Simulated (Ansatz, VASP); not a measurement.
## One calculation of W, two programs

```xyz
1
Lattice="-1.5920 1.5920 1.5920 1.5920 -1.5920 1.5920 1.5920 1.5920 -1.5920" Properties=species:S:1:pos:R:3 pbc="T T T"
W     0.0000    0.0000    0.0000
```

Alike in both runs: functional PBE; k mesh 24 × 24 × 24; no spin polarisation.

Ansatz relaxed the structure, and its values are those at the end. VASP's run is a single point on that final structure, the one shown.

|  | VASP | Ansatz |
| --- | --- | --- |
| version | VASP 6.6.1 | Ansatz 0.2.0 |
| potentials or method | VASP PAW PBE potentials, release 64 (W_sv) | plane-wave PAW, scalar-relativistic |
| plane-wave cutoff (eV) | 520 | 420 |
| occupations | methfessel-paxton of order 1, width 0.1 eV | cold, width 0.1 eV |
| valence electrons in the cell | 14 | 14 |

```csv
,VASP,Ansatz,Ansatz less VASP
pressure (GPa),0.4,0.0,-0.46
```

Neither program's run includes spin-orbit coupling.
